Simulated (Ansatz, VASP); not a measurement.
One calculation of ZnSe, two programs

The input INCAR:

```
PREC     = Accurate       # precision mode
ENCUT    = 500            # plane-wave cutoff, eV
EDIFF    = 1E-7           # SCF threshold, eV
ISMEAR   = 0              # smearing method
SIGMA    = 0.01           # smearing width, eV
LREAL    = False          # projectors in reciprocal space
LASPH    = True           # aspherical terms in the spheres
NELM     = 120            # most SCF steps
ALGO     = Normal         # electronic algorithm
ISIF     = 3              # what is computed and relaxed
LWAVE    = False          # write WAVECAR
LCHARG   = False          # write CHGCAR
GGA      = PS             # functional
IBRION   = 2              # ionic algorithm
NSW      = 80             # ionic steps
EDIFFG   = -0.01          # ionic threshold
GGA_COMPAT= False        
NELMIN   = 4
```

KPOINTS

```
Automatic mesh
0
Gamma
  6 6 6
```

Contents of POSCAR:

```
ZnSe
1.0
    0.0000000000      2.8338000000      2.8338000000
    2.8338000000      0.0000000000      2.8338000000
    2.8338000000      2.8338000000      0.0000000000
Zn Se
1 1
Direct
    0.0000000000      0.0000000000      0.0000000000
    0.2500000000      0.2500000000      0.2500000000
```

Input for Ansatz:

```yaml
crystal:
  lattice:
    - [0.0, 2.8338, 2.8338]
    - [2.8338, 0.0, 2.8338]
    - [2.8338, 2.8338, 0.0]
  atoms:
    - { symbol: Zn, position: [0.0, 0.0, 0.0] }
    - { symbol: Se, position: [0.25, 0.25, 0.25] }
basis:
  ecutwfc: 462.593566181796
kpoints:
  mp_grid:
    grid: [6, 6, 6]
hamiltonian:
  xc: pbesol
  dispersion: none
scf:
  occupations:
    method: fixed
relax:
  cell: {}
```

Alike in both runs: task relaxation of cell and atoms; functional PBEsol; k mesh 6 × 6 × 6; no spin polarisation.

|  | VASP | Ansatz |
| --- | --- | --- |
| version | VASP 6.6.1 | Ansatz 0.2.0 |
| potentials or method | VASP PAW PBE potentials, release 64 (Zn, Se), cutoff 500 eV | plane waves, PAW |
| occupations | gaussian, width 0.01 eV | fixed |
| valence electrons in the cell | 18 | 28 |

Ansatz gave:

- relaxed volume (Å³/atom): 22.35
- relaxed cell length with the largest relative difference (Å): 3.984

**Question.** What did VASP give for the same quantities?

**Answer.** Relaxed volume (Å³/atom): 22.45; relaxed cell length with the largest relative difference (Å): 3.989.

VASP's potentials were made for PBE, not for PBEsol. VASP's potentials hold 18 valence electrons a cell and Ansatz's 28, so a difference there can come from the potentials and not from the codes.
